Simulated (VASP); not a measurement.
TaN, 2 atoms in the cell. The structure is trigonal, space group R-3m (No. 166). Conventional cell: a = 3.112 Å, b = 3.112 Å, c = 7.397 Å, α = 90.00°, β = 90.00°, γ = 120.00°. Within 2.9 Å of Ta (site symmetry -3m) lie 6 N at 2.18 Å. N (site symmetry -3m) has 6 Ta at 2.18 Å within 2.9 Å.  This cell differs from its parent crystal: equal xy, yz and zx shear strains of -2 %.

| Item | Value |
| --- | --- |
| Program | VASP 6.6.1 |
| Task | electric field gradients |
| Functional | PBE |
| Potentials or basis | VASP PAW PBE potentials, release 64 (Ta_pv, N) |
| Cutoff | 520 eV |
| k mesh | 9 × 9 × 9 |
| Occupations | fermi-dirac, width 0.02 eV |
| Spin | no spin polarisation |
| Dipole correction | no |
| Further INCAR settings | ALGO = Normal; EDIFF = 1e-08; NBANDS = 15 |

Potentials or basis: VASP PAW PBE potentials, release 64 (Ta_pv, N).

Run with:

```bash
$ cat potpaw_PBE.64/Ta_pv/POTCAR potpaw_PBE.64/N/POTCAR > POTCAR
$ mpirun -np 1 vasp_std > vasp.out
```

Hardware: 1 thread of Intel(R) Xeon(R) Platinum 8375C CPU @ 2.90GHz (Ice Lake), on a shared host.

Question: How long does it take, and how much memory?

Answer: It took 15 s on 1 thread of Intel(R) Xeon(R) Platinum 8375C CPU @ 2.90GHz (Ice Lake), with other jobs on the host, peak memory 0.16 GiB. Counts: scf iterations 15, k points 85.
